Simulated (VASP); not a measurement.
# Si (P6_3/mmc) in VASP: further runs

Si is run at these levels: PBEsol; tasks: single point.

Everything below comes from runs of VASP 6.6.1. Logs are shortened: lines on timing, memory, paths and dates and some standing lists are left out, and cuts for length are marked.

## Step 1: The cell of the first run

The structure is hexagonal, space group P6_3/mmc (No. 194). Conventional cell: a = 3.711 Å, b = 3.711 Å, c = 6.145 Å, α = 90.00°, β = 90.00°, γ = 120.00°. Si (site symmetry 3m) has 4 Si at 2.28 to 2.29 Å within 3.0 Å.

## Step 2: Single point, PBEsol

Contents of INCAR:

```
SYSTEM = Si
ALGO = Normal ; EDIFF = 1E-7
ENCUT = 520 ; GGA = PS
ISIF = 2 ; ISMEAR = -1
LASPH = .TRUE. ; LCHARG = .FALSE.
LREAL = .FALSE. ; LWAVE = .FALSE.
NBANDS = 16 ; NELM = 60
PREC = Accurate ; SIGMA = 0.05
```

Contents of KPOINTS:

```
k-points
0
G
  8 8 4
  0 0 0
```

Contents of POSCAR:

```
Si
1.0
    3.7107479494      0.0000000000      0.0000000000
   -1.8553739747      3.2136019912      0.0000000000
    0.0000000000      0.0000000000      6.1449800019
Si
4
Direct
    0.6666666667      0.3333333333      0.9366477120
    0.3333333333      0.6666666667      0.4366477120
    0.6666666667      0.3333333333      0.5633522880
    0.3333333333      0.6666666667      0.0633522880
```

Potentials or basis: VASP PAW PBE potentials, release 64 (Si).

Started as:

```
> cat potpaw_PBE.64/Si/POTCAR > POTCAR
> mpirun -np 1 vasp_std > vasp.out
```

OUTCAR:

```text
SYSTEM = Si
   EDIFF = 1E-7
   ENCUT = 520
   GGA = PS
   ISIF = 2
   ISMEAR = -1
   LASPH = .TRUE.
   LREAL = .FALSE.
   NELM = 60
   PREC = Accurate

 ion  position               nearest neighbor table
   1  0.667  0.333  0.937-   4 2.28   4 2.28   4 2.28   3 2.29
   2  0.333  0.667  0.437-   3 2.28   3 2.28   3 2.28   4 2.29
   3  0.667  0.333  0.563-   2 2.28   2 2.28   2 2.28   1 2.29
   4  0.333  0.667  0.063-   1 2.28   1 2.28   1 2.28   2 2.29

  LATTYP: Found a hexagonal cell.
 ALAT       =     3.7107479494
 C/A-ratio  =     1.6559949869

  Lattice vectors:

 A1 = (   3.7107479494,   0.0000000000,   0.0000000000)
 A2 = (  -1.8553739747,   3.2136019912,   0.0000000000)
 A3 = (   0.0000000000,   0.0000000000,   6.1449800019)

Analysis of symmetry for initial positions (statically):
=====================================================================
 Subroutine PRICEL returns:
 Original cell was already a primitive cell.

 Routine SETGRP: Setting up the symmetry group for a
 hexagonal supercell.

 Subroutine GETGRP returns: Found 24 space group operations
 (whereof 12 operations were pure point group operations)
 out of a pool of 24 trial point group operations.

The static configuration has the point symmetry D_3d.
 The point group associated with its full space group is D_6h.

Analysis of symmetry for dynamics (positions and initial velocities):
=====================================================================
 Subroutine PRICEL returns:
 Original cell was already a primitive cell.

 Routine SETGRP: Setting up the symmetry group for a
 hexagonal supercell.

 Subroutine GETGRP returns: Found 24 space group operations
 (whereof 12 operations were pure point group operations)
 out of a pool of 24 trial point group operations.

The dynamic configuration has the point symmetry D_3d.
 The point group associated with its full space group is D_6h.

 Subroutine INISYM returns: Found 24 space group operations
 (whereof 12 operations are pure point group operations),
 and found     1 'primitive' translations

----------------------------------------------------------------------------------------

                                     Primitive cell

  volume of cell :      73.2781

  direct lattice vectors                    reciprocal lattice vectors
     3.710747949  0.000000000  0.000000000     0.269487449  0.155588651  0.000000000
    -1.855373975  3.213601991  0.000000000     0.000000000  0.311177303  0.000000000
     0.000000000  0.000000000  6.144980002     0.000000000  0.000000000  0.162734460

  length of vectors
     3.710747949  3.710747949  6.144980002     0.311177303  0.311177303  0.162734460

  position of ions in fractional coordinates (direct lattice)
     0.666666667  0.333333333  0.936647712
     0.333333333  0.666666667  0.436647712
     0.666666667  0.333333333  0.563352288
     0.333333333  0.666666667  0.063352288

  ion indices of the primitive-cell ions
   primitive index   ion index
                 1           1
                 2           2
                 3           3
                 4           4

----------------------------------------------------------------------------------------

 KPOINTS: k-points

Automatic generation of k-mesh.
 Grid dimensions read from file:
 generate k-points for:    8    8    4

 Generating k-lattice:

  Cartesian coordinates                     Fractional coordinates (reciprocal lattice)
     0.033685931  0.019448581  0.000000000     0.125000000  0.000000000  0.000000000
     0.000000000  0.038897163  0.000000000     0.000000000  0.125000000  0.000000000
     0.000000000  0.000000000  0.040683615     0.000000000  0.000000000  0.250000000

  Length of vectors
     0.038897163  0.038897163  0.040683615

  Shift w.r.t. Gamma in fractional coordinates (k-lattice)
     0.000000000  0.000000000  0.000000000

 Subroutine IBZKPT returns following result:
 ===========================================

 Found     30 irreducible k-points:

 Following reciprocal coordinates:
            Coordinates               Weight
  0.000000  0.000000  0.000000      1.000000
  0.125000  0.000000  0.000000      6.000000
  0.250000  0.000000  0.000000      6.000000
  0.375000  0.000000  0.000000      6.000000
  0.500000  0.000000  0.000000      3.000000
  0.125000  0.125000  0.000000      6.000000
[... 16 lines left out ...]
  0.250000  0.000000  0.500000      6.000000
  0.375000  0.000000  0.500000      6.000000
 [... further k-points ...]
   k-points           NKPTS =     30   k-points in BZ     NKDIM =     30   number of bands    NBANDS=     16
   number of dos      NEDOS =    301   number of ions     NIONS =      4
   total plane-waves  NPLWV =  37632
   dimension x,y,z NGX =    28 NGY =   28 NGZ =   48
   dimension x,y,z NGXF=    56 NGYF=   56 NGZF=   96
   ions per type =               4
   NGX,Y,Z   is equivalent  to a cutoff of  12.54, 12.54, 12.99 a.u.
   NGXF,Y,Z  is equivalent  to a cutoff of  25.09, 25.09, 25.97 a.u.
 SYSTEM =  Si
   PREC   = accura    normal or accurate (medium, high low for compatibility)
   ISTART =      0    job   : 0-new  1-cont  2-samecut
   ICHARG =      2    charge: 1-file 2-atom 10-const
   ISPIN  =      1    spin polarized calculation?
   LNONCOLLINEAR =      F non collinear calculations
   LSORBIT =      F    spin-orbit coupling
   LASPH  =      T    aspherical Exc in radial PAW
   ENCUT  =  520.0 eV  38.22 Ry    6.18 a.u.   6.90  6.90 11.43*2*pi/ulx,y,z
   NELM   =     60;   NELMIN=  2; NELMDL= -5     # of ELM steps
   EDIFF  = 0.1E-06   stopping-criterion for ELM
   LREAL  =      F    real-space projection
   EDIFFG = 0.1E-05   stopping-criterion for IOM
   NSW    =      0    number of steps for IOM
   IBRION =     -1    ionic relax: 0-MD 1-quasi-New 2-CG
   NFREE  =      0    steps in history (QN), initial steepest desc. (CG)
   ISIF   =      2    stress and relaxation
   ISYM   =      2    0-nonsym 1-usesym 2-fastsym
   POTIM  = 0.5000    time-step for ionic-motion
   TEBEG  =    0.0;   TEEND  =   0.0 temperature during run
   PSTRESS=    0.0 pullay stress
   NELECT =      16.0000    total number of electrons
   NUPDOWN=      -1.0000    fix difference up-down
   EMIN   =  10.00;   EMAX   =-10.00  energy-range for DOS
   EFERMI =   0.00;   METHOD = LEGACY
   ISMEAR =    -1;   SIGMA  =   0.05  broadening in eV -4-tet -1-fermi 0-gaus
   EFERMI_NEDOS =   21; number of points for ismear=-14 and -15
   IALGO  =     38    algorithm
   IMIX   =      4    mixing-type and parameters
     AMIX     =   0.40;   BMIX     =  1.00
     AMIX_MAG =   1.60;   BMIX_MAG =  1.00
  volume/ion in A,a.u.               =      18.32       123.63
  Fermi-wavevector in a.u.,A,eV,Ry     =   0.985803  1.862898 13.222246  0.971808
  Thomas-Fermi vector in A             =   2.117137
   LORBIT       =      0    0 simple, 1 ext, 2 COOP (PROOUT), +10 PAW based schemes
   GGA     = PS    functional components
   LHFCALC =     F    Hartree Fock is set to
   AEXX    =    0.0000 exact exchange contribution
   IVDW    =     0    specifies the selected vdW correction
   LEPSILON=     F    determine dielectric tensor
   LRPA    =     F    only Hartree local field effects (RPA)
 non-spin polarized calculation
  energy-cutoff  :      520.00
  volume of cell :       73.28
 maximum number of plane-waves:      2000
 NGX is ok and might be reduce to    28
   NGX = 13   NGY = 13   NGZ = 23

 number of electron      16.0000001 magnetization

 Free energy of the ion-electron system (eV)
  ---------------------------------------------------
  ext. energy  EPLUGINS =         0.00000000
  ---------------------------------------------------
  free energy    TOTEN  =       -22.73973346 eV

  energy without entropy =      -22.73838550  energy(sigma->0) =      -22.73905948

 E-fermi :   7.0667     XC(G=0):  -9.8940

 val. band max:        7.0472689984   @ k =   0.0000   0.0000   0.0000
 cond. band min:       7.1208198346   @ k =   0.5000   0.0000   0.0000
 fundamental gap:      0.0735508362
 Fermi energy:         7.0667362690

 k-point     1 :       0.0000    0.0000    0.0000
  band No.  band energies     occupation
      1      -5.9179      2.00000
      2      -3.3771      2.00000
      3      -0.7756      2.00000
      4       5.3697      2.00000
      5       5.3697      2.00000
      6       6.5887      1.99986
[... 8 lines left out ...]
     15      11.6161      0.00000
     16      12.7964      0.00000

 k-point     2 :       0.1250    0.0000    0.0000
  band No.  band energies     occupation
      1      -5.7204      2.00000
      2      -3.1769      2.00000
      3      -0.6503      2.00000
      4       3.9943      2.00000
      5       4.9753      2.00000
      6       5.8454      2.00000
[... 8 lines left out ...]
     15      11.9727      0.00000
     16      12.5165      0.00000

 k-point     3 :       0.2500    0.0000    0.0000
  band No.  band energies     occupation
      1      -5.1395      2.00000
      2      -2.5859      2.00000
      3      -0.4355      2.00000
      4       2.1342      2.00000
      5       3.7997      2.00000
      6       4.3125      2.00000
[... 8 lines left out ...]
     15      12.9456      0.00000
     16      13.7263      0.00000

 k-point     4 :       0.3750    0.0000    0.0000
  band No.  band energies     occupation
      1      -4.2363      2.00000
      2      -1.6567      2.00000
      3      -1.0228      2.00000
      4       1.5345      2.00000
      5       1.8791      2.00000
      6       3.8342      2.00000
[... 8 lines left out ...]
     15      14.3921      0.00000
     16      14.6909      0.00000
[... 324 lines left out ...]
 k-point    22 :       0.1250    0.0000    0.5000
  band No.  band energies     occupation
      1      -4.8651      2.00000
      2      -4.8651      2.00000
      3       2.5344      2.00000
      4       2.5344      2.00000
      5       4.8000      2.00000
      6       4.8000      2.00000
[... 8 lines left out ...]
     15      13.2717      0.00000
     16      13.2717      0.00000

 k-point    23 :       0.2500    0.0000    0.5000
  band No.  band energies     occupation
      1      -4.2907      2.00000
      2      -4.2907      2.00000
      3       1.9162      2.00000
      4       1.9162      2.00000
      5       3.7610      2.00000
      6       3.7610      2.00000
[... 8 lines left out ...]
     15      13.4790      0.00000
     16      13.4790      0.00000

 k-point    24 :       0.3750    0.0000    0.5000
  band No.  band energies     occupation
      1      -3.4102      2.00000
      2      -3.4102      2.00000
      3       0.2860      2.00000
      4       0.2860      2.00000
      5       4.0673      2.00000
      6       4.0673      2.00000
[... 8 lines left out ...]
     15      15.1007      0.00000
     16      15.1007      0.00000

 [... further k-points ...]

------------------------ aborting loop because EDIFF is reached ----------------------------------------

  FORCE on cell =-STRESS in cart. coord.  units (eV):
  Direction    XX          YY          ZZ          XY          YZ          ZX
  --------------------------------------------------------------------------------------
  -------------------------------------------------------------------------------------
  Total        4.6830831      4.6830831      4.6765888      0.0000000      0.0000000     -0.0000000
  in kB      102.3925657    102.3925657    102.2505723      0.0000000      0.0000000     -0.0000000
  external PRESSURE =     102.3452346 kB  Pullay stress =       0.0000000 kB

 VOLUME and BASIS-vectors are now :
 -----------------------------------------------------------------------------
  energy-cutoff  :      520.00
  volume of cell :       73.28
      direct lattice vectors                 reciprocal lattice vectors
     3.710747949  0.000000000  0.000000000     0.269487449  0.155588651  0.000000000
    -1.855373975  3.213601991  0.000000000     0.000000000  0.311177303  0.000000000
     0.000000000  0.000000000  6.144980002     0.000000000  0.000000000  0.162734460

 POSITION                                       TOTAL-FORCE (eV/Angst)
 -----------------------------------------------------------------------------------
      1.85537      1.07120      5.75568         0.000000      0.000000     -0.001249
     -0.00000      2.14240      2.68319         0.000000      0.000000     -0.001249
      1.85537      1.07120      3.46179        -0.000000      0.000000      0.001249
     -0.00000      2.14240      0.38930        -0.000000     -0.000000      0.001249
 -----------------------------------------------------------------------------------
    total drift:                               -0.000000      0.000000     -0.000000

  FREE ENERGIE OF THE ION-ELECTRON SYSTEM (eV)
  ---------------------------------------------------
  free  energy   TOTEN  =       -22.7397334606 eV

  energy  without entropy=      -22.7383855034  energy(sigma->0) =      -22.73905948
```

It took 20 s on 1 thread of AMD EPYC 9R14 (Zen 4), shared host; peak memory 0.15 GiB.

What came out:

* Free energy: -22.7397 eV
* Pressure: 10.2 GPa
* Band gap on the k mesh: 0.07 eV, indirect (least direct gap 1.21 eV)

Caveat: the PAW data sets were made with another functional, which shifts forces and pressure a little. A k mesh can miss the band edges.

## Step 3: Single point, PBEsol

This run uses another cell than the first one, of 19.08 Å³/atom, 1.041 times its volume.

Contents of INCAR:

```
SYSTEM = Si
ALGO = Normal
EDIFF = 1E-6
ENCUT = 520
GGA = PS
ISIF = 2
ISMEAR = -1
LASPH = .TRUE.
LCHARG = .FALSE.
LREAL = .FALSE.
LWAVE = .FALSE.
NBANDS = 16
NELM = 80
PREC = Accurate
SIGMA = 0.05
```

KPOINTS is that of step 2.

Contents of POSCAR:

```
Si
1.0
    3.7627078869      0.0000000000      0.0000000000
   -1.8813539435      3.2586006170      0.0000000000
    0.0000000000      0.0000000000      6.2242150002
Si
4
Direct
    0.6666666667      0.3333333333      0.9368533853
    0.3333333333      0.6666666667      0.4368533853
    0.6666666667      0.3333333333      0.5631466147
    0.3333333333      0.6666666667      0.0631466147
```

Potentials or basis: VASP PAW PBE potentials, release 64 (Si).

Started as:

```
> cat potpaw_PBE.64/Si/POTCAR > POTCAR
> mpirun -np 1 vasp_std > vasp.out
```

OUTCAR:

```text
SYSTEM = Si
   EDIFF = 1E-6
   ENCUT = 520
   GGA = PS
   ISIF = 2
   ISMEAR = -1
   LASPH = .TRUE.
   LREAL = .FALSE.
   NELM = 80
   PREC = Accurate

 ion  position               nearest neighbor table
   1  0.667  0.333  0.937-   4 2.31   4 2.31   4 2.31   3 2.33
   2  0.333  0.667  0.437-   3 2.31   3 2.31   3 2.31   4 2.33
   3  0.667  0.333  0.563-   2 2.31   2 2.31   2 2.31   1 2.33
   4  0.333  0.667  0.063-   1 2.31   1 2.31   1 2.31   2 2.33

  LATTYP: Found a hexagonal cell.
 ALAT       =     3.7627078869
 C/A-ratio  =     1.6541850144

[... 655 lines left out ...]
  --------------------------------------------------------------------------------------
  -------------------------------------------------------------------------------------
  Total        2.4736576      2.4736576      2.4702953     -0.0000000      0.0000000     -0.0000000
  in kB       51.9318672     51.9318672     51.8612802     -0.0000000      0.0000000     -0.0000000
  external PRESSURE =      51.9083382 kB  Pullay stress =       0.0000000 kB

 VOLUME and BASIS-vectors are now :
 -----------------------------------------------------------------------------
  energy-cutoff  :      520.00
  volume of cell :       76.32
      direct lattice vectors                 reciprocal lattice vectors
     3.762707887  0.000000000  0.000000000     0.265766047  0.153440099  0.000000000
    -1.881353943  3.258600617  0.000000000     0.000000000  0.306880197  0.000000000
     0.000000000  0.000000000  6.224215000     0.000000000  0.000000000  0.160662831

 POSITION                                       TOTAL-FORCE (eV/Angst)
 -----------------------------------------------------------------------------------
      1.88135      1.08620      5.83118         0.000000      0.000000     -0.001409
     -0.00000      2.17240      2.71907         0.000000     -0.000000     -0.001409
      1.88135      1.08620      3.50515        -0.000000      0.000000      0.001409
     -0.00000      2.17240      0.39304        -0.000000     -0.000000      0.001409
 -----------------------------------------------------------------------------------
    total drift:                               -0.000000      0.000000     -0.000000

  FREE ENERGIE OF THE ION-ELECTRON SYSTEM (eV)
  ---------------------------------------------------
  free  energy   TOTEN  =       -22.8845416490 eV

  energy  without entropy=      -22.8836570076  energy(sigma->0) =      -22.88409933
```

Wall time 19 s (1 thread of AMD EPYC 9R14 (Zen 4), shared host); peak memory 0.15 GiB.

Results:

* Free energy: -22.8845 eV
* Pressure: 5.2 GPa
* Band gap on the k mesh: 0.18 eV, indirect (least direct gap 1.10 eV)

Caveat: the PAW data sets were made with another functional, which shifts forces and pressure a little. A k mesh can miss the band edges.
